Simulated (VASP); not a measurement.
Hf:

```
Hf
1.0
    -1.75951    1.75951    1.75951
     1.75951   -1.75951    1.75951
     1.75951    1.75951   -1.75951
Hf
1
Direct
  0.00000 0.00000 0.00000
```

| Quantity | Value |
| --- | --- |
| Program | VASP 6.6.1 |
| Task | relaxation of cell and atoms |
| Functional | PBE |
| Potentials or basis | VASP PAW PBE potentials, release 64 (Hf_pv) |
| Cutoff | 600 eV |
| k mesh | 16 × 16 × 16 |
| Occupations | fermi-dirac, width 0.08 eV |
| Spin | no spin polarisation |

At the start: pressure 2.1 GPa; volume 21.79 Å³/atom.

Q: Where does the relaxation end?

A: Over 3 steps the energy falls by 3.0 meV/atom and the volume is 22.24 Å³/atom (+2.1 %); space group Im-3m (No. 229, to 0.05 Å).

Step by step:
| step | energy change (eV) | largest force (eV/Å) | pressure (GPa) | volume (Å³) |
| --- | --- | --- | --- | --- |
| 1 | 0.0000 | 0.0000 | 2.14 | 21.79 |
| 2 | 0.0002 | 0.0000 | -2.06 | 22.72 |
| 3 | -0.0030 | 0.0000 | 0.00 | 22.24 |

Final structure:
```
Hf
1.0
    -1.77165    1.77165    1.77165
     1.77165   -1.77165    1.77165
     1.77165    1.77165   -1.77165
Hf
1
Direct
  0.00000 0.00000 0.00000
```
